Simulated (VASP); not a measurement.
# Pt (P6_3/mmc) in VASP: further runs

Runs on Pt. Level: r2SCAN. Tasks: single point.

Program: VASP 6.6.1. These are calculated values, not measurements. Logs are shortened: lines on timing, memory, paths and dates and some standing lists are left out, and cuts for length are marked.

## (1) The cell of the first run

It takes space group P6_3/mmc (No. 194, hexagonal). The conventional cell has a = 2.598 Å, b = 2.598 Å, c = 5.411 Å, α = 90.00°, β = 90.00°, γ = 120.00°. Pt (site symmetry -6m2) has 12 Pt at 2.60 to 3.09 Å within 3.4 Å.

This isn't the form of Pt at room conditions, which is fcc.

## (2) Single point, r2SCAN

POSCAR reads:

```
Pt
1.0
    2.5978858081      0.0000000000      0.0000000000
   -1.2989429041      2.2498351060      0.0000000000
    0.0000000000      0.0000000000      5.4114848991
Pt
2
Direct
    0.6666666667      0.3333333333      0.7500000000
    0.3333333333      0.6666666667      0.2500000000
```

INCAR.step1 reads:

```
  ALGO = Normal
  EDIFF = 1E-4
  ENCUT = 520
  GGA = PE
  ISMEAR = 0
  LASPH = T
  LCHARG = F
  LREAL = F
  LWAVE = T
  NBANDS = 17
  NELM = 80
  PREC = Accurate
  SIGMA = 0.15
```

INCAR.step2 reads:

```
  ALGO = Normal
  EDIFF = 1E-6
  ENCUT = 520
  ISIF = 2
  ISMEAR = 0
  ISTART = 1
  LASPH = T
  LCHARG = F
  LMIXTAU = T
  LREAL = F
  LWAVE = F
  METAGGA = R2SCAN
  NBANDS = 17
  NELM = 80
  PREC = Accurate
  SIGMA = 0.15
```

KPOINTS reads:

```
k-points
0
Gamma
  24 24 12
```

Potentials or basis: VASP PAW PBE potentials, release 64 (Pt).

Launch:

```console
$ cat potpaw_PBE.64/Pt/POTCAR > POTCAR
$ cp INCAR.step1 INCAR
$ mpirun -np 1 vasp_std > vasp.out
$ cp INCAR.step2 INCAR
$ mpirun -np 1 vasp_std > vasp.out
```

OUTCAR:

```text
EDIFF = 1E-6
   ENCUT = 520
   ISIF = 2
   ISMEAR = 0
   ISTART = 1
   LASPH = T
   LREAL = F
   METAGGA = R2SCAN
   NELM = 80
   PREC = Accurate

 ion  position               nearest neighbor table
   1  0.667  0.333  0.750-   2 3.09   2 3.09   2 3.09   2 3.09   2 3.09   2 3.09
   2  0.333  0.667  0.250-   1 3.09   1 3.09   1 3.09   1 3.09   1 3.09   1 3.09

  LATTYP: Found a hexagonal cell.
 ALAT       =     2.5978858081
 C/A-ratio  =     2.0830341666

  Lattice vectors:

 A1 = (   2.5978858081,   0.0000000000,   0.0000000000)
 A2 = (  -1.2989429041,   2.2498351060,   0.0000000000)
 A3 = (   0.0000000000,   0.0000000000,   5.4114848991)

Analysis of symmetry for initial positions (statically):
=====================================================================
 Subroutine PRICEL returns:
 Original cell was already a primitive cell.

 Routine SETGRP: Setting up the symmetry group for a
 hexagonal supercell.

 Subroutine GETGRP returns: Found 24 space group operations
 (whereof 12 operations were pure point group operations)
 out of a pool of 24 trial point group operations.

The static configuration has the point symmetry D_3d.
 The point group associated with its full space group is D_6h.

Analysis of symmetry for dynamics (positions and initial velocities):
=====================================================================
 Subroutine PRICEL returns:
 Original cell was already a primitive cell.

 Routine SETGRP: Setting up the symmetry group for a
 hexagonal supercell.

 Subroutine GETGRP returns: Found 24 space group operations
 (whereof 12 operations were pure point group operations)
 out of a pool of 24 trial point group operations.

The dynamic configuration has the point symmetry D_3d.
 The point group associated with its full space group is D_6h.

 Subroutine INISYM returns: Found 24 space group operations
 (whereof 12 operations are pure point group operations),
 and found     1 'primitive' translations

----------------------------------------------------------------------------------------

                                     Primitive cell

  volume of cell :      31.6291

  direct lattice vectors                    reciprocal lattice vectors
     2.597885808  0.000000000  0.000000000     0.384928389  0.222238509  0.000000000
    -1.298942904  2.249835106  0.000000000     0.000000000  0.444477018  0.000000000
     0.000000000  0.000000000  5.411484899     0.000000000  0.000000000  0.184792163

  length of vectors
     2.597885808  2.597885808  5.411484899     0.444477018  0.444477018  0.184792163

  position of ions in fractional coordinates (direct lattice)
     0.666666667  0.333333333  0.750000000
     0.333333333  0.666666667  0.250000000

  ion indices of the primitive-cell ions
   primitive index   ion index
                 1           1
                 2           2

----------------------------------------------------------------------------------------

 KPOINTS: k-points

Automatic generation of k-mesh.
 Grid dimensions read from file:
 generate k-points for:   24   24   12

 Generating k-lattice:

  Cartesian coordinates                     Fractional coordinates (reciprocal lattice)
     0.016038683  0.009259938  0.000000000     0.041666667 -0.000000000  0.000000000
     0.000000000  0.018519876  0.000000000     0.000000000  0.041666667  0.000000000
     0.000000000  0.000000000  0.015399347     0.000000000  0.000000000  0.083333333

  Length of vectors
     0.018519876  0.018519876  0.015399347

  Shift w.r.t. Gamma in fractional coordinates (k-lattice)
     0.000000000  0.000000000  0.000000000

 Subroutine IBZKPT returns following result:
 ===========================================

 Found    427 irreducible k-points:

 Following reciprocal coordinates:
            Coordinates               Weight
  0.000000  0.000000  0.000000      1.000000
  0.041667 -0.000000  0.000000      6.000000
  0.083333  0.000000  0.000000      6.000000
  0.125000 -0.000000  0.000000      6.000000
  0.166667 -0.000000  0.000000      6.000000
  0.208333 -0.000000  0.000000      6.000000
[... 16 lines left out ...]
  0.416667  0.041667  0.000000     12.000000
  0.458333  0.041667  0.000000     12.000000
 [... further k-points ...]
   k-points           NKPTS =    427   k-points in BZ     NKDIM =    427   number of bands    NBANDS=     17
   number of dos      NEDOS =    301   number of ions     NIONS =      2
   total plane-waves  NPLWV =  16000
   dimension x,y,z NGX =    20 NGY =   20 NGZ =   40
   dimension x,y,z NGXF=    40 NGYF=   40 NGZF=   80
   ions per type =               2
   NGX,Y,Z   is equivalent  to a cutoff of  12.80, 12.80, 12.29 a.u.
   NGXF,Y,Z  is equivalent  to a cutoff of  25.60, 25.60, 24.58 a.u.
 SYSTEM =  unknown system
   PREC   = accura    normal or accurate (medium, high low for compatibility)
   ISTART =      1    job   : 0-new  1-cont  2-samecut
   ICHARG =      0    charge: 1-file 2-atom 10-const
   ISPIN  =      1    spin polarized calculation?
   LNONCOLLINEAR =      F non collinear calculations
   LSORBIT =      F    spin-orbit coupling
   LASPH  =      T    aspherical Exc in radial PAW
   ENCUT  =  520.0 eV  38.22 Ry    6.18 a.u.   4.83  4.83 10.06*2*pi/ulx,y,z
   NELM   =     80;   NELMIN=  2; NELMDL=  0     # of ELM steps
   EDIFF  = 0.1E-05   stopping-criterion for ELM
   LREAL  =      F    real-space projection
   EDIFFG = 0.1E-04   stopping-criterion for IOM
   NSW    =      0    number of steps for IOM
   IBRION =     -1    ionic relax: 0-MD 1-quasi-New 2-CG
   NFREE  =      0    steps in history (QN), initial steepest desc. (CG)
   ISIF   =      2    stress and relaxation
   ISYM   =      2    0-nonsym 1-usesym 2-fastsym
   POTIM  = 0.5000    time-step for ionic-motion
   TEBEG  =    0.0;   TEEND  =   0.0 temperature during run
   PSTRESS=    0.0 pullay stress
   NELECT =      20.0000    total number of electrons
   NUPDOWN=      -1.0000    fix difference up-down
   EMIN   =  10.00;   EMAX   =-10.00  energy-range for DOS
   EFERMI =   0.00;   METHOD = LEGACY
   ISMEAR =     0;   SIGMA  =   0.15  broadening in eV -4-tet -1-fermi 0-gaus
   EFERMI_NEDOS =   21; number of points for ismear=-14 and -15
   IALGO  =     38    algorithm
   IMIX   =      4    mixing-type and parameters
     AMIX     =   0.40;   BMIX     =  1.00
     AMIX_MAG =   1.60;   BMIX_MAG =  1.00
  volume/ion in A,a.u.               =      15.81       106.72
  Fermi-wavevector in a.u.,A,eV,Ry     =   1.405149  2.655347 26.863944  1.974444
  Thomas-Fermi vector in A             =   2.527639
   LORBIT       =      0    0 simple, 1 ext, 2 COOP (PROOUT), +10 PAW based schemes
   METAGGA = R2SCAN    functional components
   LHFCALC =     F    Hartree Fock is set to
   AEXX    =    0.0000 exact exchange contribution
   IVDW    =     0    specifies the selected vdW correction
   LEPSILON=     F    determine dielectric tensor
   LRPA    =     F    only Hartree local field effects (RPA)
 non-spin polarized calculation
 Gauss-broadening in eV      SIGMA  =   0.15
  energy-cutoff  :      520.00
  volume of cell :       31.63
 maximum number of plane-waves:       868
 NGX is ok and might be reduce to    20
   NGX =  9   NGY =  9   NGZ = 21

 number of electron      19.9999999 magnetization

 Free energy of the ion-electron system (eV)
  ---------------------------------------------------
  ext. energy  EPLUGINS =         0.00000000
  ---------------------------------------------------
  free energy    TOTEN  =      -102.42149943 eV

  energy without entropy =     -102.39478152  energy(sigma->0) =     -102.40814048

 E-fermi :  10.0061     XC(G=0): -14.1731

 val. band max:       10.0055864638   @ k =   0.2917   0.0833   0.2500
 cond. band min:      10.0075586403   @ k =   0.3750   0.1667   0.0833
 fundamental gap:      0.0019721765
 Fermi energy:        10.0060930985

 k-point     1 :       0.0000    0.0000    0.0000
  band No.  band energies     occupation
      1       0.0650      2.00000
      2       1.7932      2.00000
      3       4.9352      2.00000
      4       6.3016      2.00000
      5       6.3016      2.00000
      6       6.4486      2.00000
[... 9 lines left out ...]
     16      28.1777      0.00000
     17      34.8444      0.00000

 k-point     2 :       0.0417   -0.0000    0.0000
  band No.  band energies     occupation
      1       0.1471      2.00000
      2       1.8772      2.00000
      3       4.9700      2.00000
      4       6.2524      2.00000
      5       6.3654      2.00000
      6       6.4001      2.00000
[... 9 lines left out ...]
     16      28.3215      0.00000
     17      34.2538      0.00000

 k-point     3 :       0.0833    0.0000    0.0000
  band No.  band energies     occupation
      1       0.3888      2.00000
      2       2.1219      2.00000
      3       5.0688      2.00000
      4       6.1186      2.00000
      5       6.2702      2.00000
      6       6.5553      2.00000
[... 9 lines left out ...]
     16      28.7210      0.00000
     17      32.9177      0.00000

 k-point     4 :       0.1250   -0.0000    0.0000
  band No.  band energies     occupation
      1       0.7751      2.00000
      2       2.5007      2.00000
      3       5.2039      2.00000
      4       5.9357      2.00000
      5       6.1215      2.00000
      6       6.8659      2.00000
[... 9 lines left out ...]
     16      29.2546      0.00000
     17      31.6505      0.00000
[... 343 lines left out ...]
      1       2.8655      2.00000
      2       3.0283      2.00000
      3       4.4302      2.00000
      4       6.0472      2.00000
      5       6.4923      2.00000
      6       7.8794      2.00000
[... 9 lines left out ...]
     16      24.1046      0.00000
     17      26.1556      0.00000

 k-point    23 :       0.4167    0.0417    0.0000
  band No.  band energies     occupation
      1       2.7850      2.00000
      2       2.9111      2.00000
      3       4.2839      2.00000
      4       5.8677      2.00000
      5       6.8880      2.00000
      6       7.9507      2.00000
[... 9 lines left out ...]
     16      23.5061      0.00000
     17      25.5472      0.00000

 k-point    24 :       0.4583    0.0417    0.0000
  band No.  band energies     occupation
      1       2.7342      2.00000
      2       2.8520      2.00000
      3       4.2107      2.00000
      4       5.7762      2.00000
      5       7.1264      2.00000
      6       7.9103      2.00000
[... 9 lines left out ...]
     16      23.1459      0.00000
     17      25.2217      0.00000

 [... further k-points ...]

------------------------ aborting loop because EDIFF is reached ----------------------------------------

  FORCE on cell =-STRESS in cart. coord.  units (eV):
  Direction    XX          YY          ZZ          XY          YZ          ZX
  --------------------------------------------------------------------------------------
  -------------------------------------------------------------------------------------
  Total        5.0465794      5.0465794     -3.3087530     -0.0000000      0.0000000     -0.0000000
  in kB      255.6351071    255.6351071   -167.6052931     -0.0000000      0.0000000     -0.0000000
  external PRESSURE =     114.5549737 kB  Pullay stress =       0.0000000 kB

 VOLUME and BASIS-vectors are now :
 -----------------------------------------------------------------------------
  energy-cutoff  :      520.00
  volume of cell :       31.63
      direct lattice vectors                 reciprocal lattice vectors
     2.597885808  0.000000000  0.000000000     0.384928389  0.222238509  0.000000000
    -1.298942904  2.249835106  0.000000000     0.000000000  0.444477018  0.000000000
     0.000000000  0.000000000  5.411484899     0.000000000  0.000000000  0.184792163

 POSITION                                       TOTAL-FORCE (eV/Angst)
 -----------------------------------------------------------------------------------
      1.29894      0.74995      4.05861         0.000000      0.000000      0.000000
     -0.00000      1.49989      1.35287        -0.000000     -0.000000      0.000000
 -----------------------------------------------------------------------------------
    total drift:                                0.000000     -0.000000      0.000000

  FREE ENERGIE OF THE ION-ELECTRON SYSTEM (eV)
  ---------------------------------------------------
  free  energy   TOTEN  =      -102.4214994315 eV

  energy  without entropy=     -102.3947815228  energy(sigma->0) =     -102.40814048
```

It took 16 min on 1 thread of Intel Xeon 8259CL, shared host; peak memory 0.31 GiB.

Results:

```
Free energy            : -102.4215 eV
Pressure               : 11.5 GPa
Band gap on the k mesh : zero (bands 10 and 11 overlap by 2.13 eV)
```

Stress tensor (GPa, compression positive):
```
 25.56   0.00   0.00
  0.00  25.56   0.00
  0.00   0.00 -16.76
```

Caveat: the cell stands under pressure; the PAW data sets were made with another functional, which shifts forces and pressure a little; spin-orbit coupling is left out, which moves the levels of the heavy elements.

(Continued in part 2 of 3.)
